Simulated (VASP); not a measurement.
A run of VASP 6.6.1 is set up as follows.

INCAR

```
ALGO = Normal
EDIFF = 1E-6
ENCUT = 1300
GGA = CA
GGA_COMPAT = F
ISIF = 2
ISMEAR = 0
LASPH = T
LCHARG = T
LELF = T
LREAL = F
LVHAR = T
LWAVE = F
NBANDS = 11
NELM = 120
PREC = Accurate
SIGMA = 0.1
```

The input KPOINTS:

```
k-points
0
Gamma
  10 10 10
```

The input POSCAR:

```
C
1.0
    0.0000000000      1.7657957120      1.7657957120
    1.7657957120      0.0000000000      1.7657957120
    1.7657957120      1.7657957120      0.0000000000
C
2
Direct
    0.0000000000      0.0000000000      0.0000000000
    0.2500000000      0.2500000000      0.2500000000
```

Potentials or basis: VASP PAW LDA potentials, release 64 (C_h).

Run with:

```bash
$ cat potpaw_LDA.64/C_h/POTCAR > POTCAR
$ mpirun -np 1 vasp_std > vasp.out
```

Q: Estimate the band gap on the k mesh.

A: 4.21 eV (least direct gap 5.63 eV).

Q: Estimate the pressure.

A: 1.0 GPa.

A k mesh can miss the band edges.
